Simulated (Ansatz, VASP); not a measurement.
# Nb in VASP and in Ansatz

```
CELL_PARAMETERS angstrom
0.00000 2.82968 2.82968
2.82968 0.00000 2.82968
2.82968 2.82968 0.00000
ATOMIC_POSITIONS crystal
Nb 0.76250 0.91250 0.91250
Nb 0.23750 0.08750 0.08750
```

Change from the starting cell: shortest bond scaled by 0.7, LAPW.

Alike in both runs: task single point; functional PBEsol; k mesh 9 × 9 × 9; occupations fermi-dirac, width 0.05 eV; no spin polarisation.

```csv
,VASP,Ansatz
version,VASP 6.6.1,Ansatz 0.2.0
potentials or method,"VASP PAW PBE potentials, release 64 (Nb_sv), cutoff 520 eV","all-electron LAPW, scalar-relativistic"
```

VASP gave:

```
pressure (GPa)                                                : 61.9
traceless stress, the component that is largest in VASP (GPa) : -62.71
rms of the force components (eV/Å)                            : 16.016
```

Task: Which values does Ansatz return?

Result: Pressure (GPa): 63.6; traceless stress, the component that is largest in VASP (GPa): -64.41; rms of the force components (eV/Å): 16.457.

VASP's potentials were made for PBE, not for PBEsol. Atom by atom the forces differ by 0.441 eV/Å (rms over components). Both programs put the cell under a high pressure, so it lies far from rest at this level. Ansatz ran all-electron here, and VASP with PAW potentials.

Noted on VASP's run: the cell as given lies far from equilibrium.
